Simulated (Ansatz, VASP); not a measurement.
## Ni in VASP and in Ansatz

```xyz
1
Lattice="2.1969 0.0000 0.0000 0.0000 2.1969 0.0000 0.0000 0.0000 2.1969" Properties=species:S:1:pos:R:3 pbc="T T T"
Ni    0.0000    0.0000    0.0000
```

Alike in both runs: task single point; functional LDA; k mesh 16 × 16 × 16; occupations fermi-dirac, width 0.1 eV; no spin polarisation.

|  | VASP | Ansatz |
| --- | --- | --- |
| version | VASP 6.6.1 | Ansatz 0.2.0 |
| potentials or method | VASP PAW LDA potentials, release 64 (Ni), cutoff 600 eV | plane waves (420 eV) with PAW, scalar-relativistic |
| valence electrons in the cell | 10 | 18 |

Ansatz gave:

```
pressure (GPa) : 19.1
```

**Question.** Estimate VASP's values.

**Answer.** Pressure (GPa): 18.7.

Ansatz warns that its potentials were made for another functional, while VASP's fit it. LDA's correlation is that of Perdew and Zunger in VASP and of Perdew and Wang (1992) in Ansatz. VASP's potentials hold 10 valence electrons a cell and Ansatz's 18, so a difference there can come from the potentials and not from the codes.
